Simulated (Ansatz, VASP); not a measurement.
**One calculation of ZnTe3O, two programs**

The input INCAR:

```
SYSTEM = ZnTe3O
  ALGO = Normal
  EDIFF = 1E-7
  ENCUT = 520
  GGA = PE
  ISIF = 2
  ISMEAR = 0
  LASPH = .TRUE.
  LCHARG = .TRUE.
  LELF = .TRUE.
  LREAL = .FALSE.
  LVHAR = .TRUE.
  LWAVE = .FALSE.
  NBANDS = 26
  NELM = 80
  PREC = Accurate
  SIGMA = 0.1
```

The input KPOINTS:

```
k-points
0
G
  4 4 4
  0 0 0
```

POSCAR

```
ZnTe3O
1.0
    3.1676580100     -5.2393360100      0.0000000000
    3.1676580100      5.2393360100      0.0000000000
    0.0000000000      0.0000000000      4.0398647400
Zn Te O
1 3 1
Direct
    0.0000000000      0.0000000000      0.0000000000
    0.0000000000      0.5000000000      0.5000000000
    0.5000000000      0.0000000000      0.5000000000
    0.5000000000      0.5000000000      0.5000000000
    0.0000000000      0.0000000000      0.5000000000
```

Input for Ansatz:

```yaml
crystal:
  lattice:
    - [3.16765801, -5.23933601, 0.0]
    - [3.16765801, 5.23933601, 0.0]
    - [0.0, 0.0, 4.03986474]
  atoms:
    - { symbol: Zn, position: [0.0, 0.0, 0.0] }
    - { symbol: Te, position: [0.0, 0.5, 0.5] }
    - { symbol: Te, position: [0.5, 0.0, 0.5] }
    - { symbol: Te, position: [0.5, 0.5, 0.5] }
    - { symbol: O, position: [0.0, 0.0, 0.5] }
basis:
  ecutwfc: 420
kpoints:
  mp_grid: { grid: [4, 4, 4] }
hamiltonian:
  xc: pbe
scf:
  occupations: { method: gaussian, width: 0.1 }
  lower_state_search: "off"
output:
  forces: true
  stress: true
  eigenvalues: true
```

Alike in both runs: task single point; functional PBE; k mesh 4 × 4 × 4; occupations gaussian, width 0.1 eV; no spin polarisation.

|  | VASP | Ansatz |
| --- | --- | --- |
| version | VASP 6.6.1 | Ansatz 0.2.0 |
| potentials or method | VASP PAW PBE potentials, release 64 (Zn, Te, O), cutoff 520 eV | scalar-relativistic, plane waves, PAW |
| valence electrons in the cell | 36 | 66 |

```tsv
	VASP	Ansatz	Ansatz less VASP
gap on the k mesh at the Fermi level (eV)	none	none	-
pressure (GPa)	-3.9	-3.9	-0.03
traceless stress, the component that is largest in VASP (GPa)	-8.97	-9.22	-0.254
```

A gap of «none» marks a metal or a gap that the smearing closes. VASP's potentials hold 36 valence electrons a cell and Ansatz's 66, so a difference there can come from the potentials and not from the codes.

The k mesh is coarse, so the values compare programs but aren't converged. Spin-orbit coupling is off throughout.
